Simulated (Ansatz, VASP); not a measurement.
# Al12HO in VASP and in Ansatz

```
CELL_PARAMETERS angstrom
5.71430 0.00000 0.00000
0.00000 5.71430 0.00000
0.00000 0.00000 22.17502
ATOMIC_POSITIONS crystal
Al 0.25000 0.25000 0.18038
Al 0.25000 0.75000 0.18038
Al 0.75000 0.25000 0.18038
Al 0.75000 0.75000 0.18038
Al 0.00000 0.00000 0.27441
Al 0.00000 0.50000 0.27441
Al 0.50000 0.00000 0.27441
Al 0.50000 0.50000 0.27441
Al 0.25000 0.25000 0.36866
Al 0.25000 0.75000 0.36866
Al 0.75000 0.25000 0.36866
Al 0.75000 0.75000 0.36866
O 0.50000 0.50000 0.41601
H 0.56187 0.56187 0.45506
```

Alike in both runs: task single point; functional PBE; k mesh 5 × 5 × 1; occupations gaussian, width 0.1 eV; collinear spin.

|  | VASP | Ansatz |
| --- | --- | --- |
| version | VASP 6.6.1 | Ansatz 0.2.0 |
| potentials or method | VASP PAW PBE potentials, release 64 (Al, O, H), cutoff 520 eV | scalar-relativistic, plane waves, PAW |
| valence electrons in the cell | 43 | 43 |

|  | VASP | Ansatz | Ansatz less VASP |
| --- | --- | --- | --- |
| gap on the k mesh at the Fermi level (eV) | none | none | - |
| rms of the force components (eV/Å) | 0.293 | 0.308 | +0.0149 |
| net moment per atom (μB) | 0.00 | 0.00 | 0.000 |
| work function, face that differs most (eV) | 3.44 | 3.44 | +0.002 |

Atom by atom the forces differ by 0.022 eV/Å (rms over components). A gap of «none» marks a metal or a gap that the smearing closes. Ansatz's warnings: seeded moment not kept.
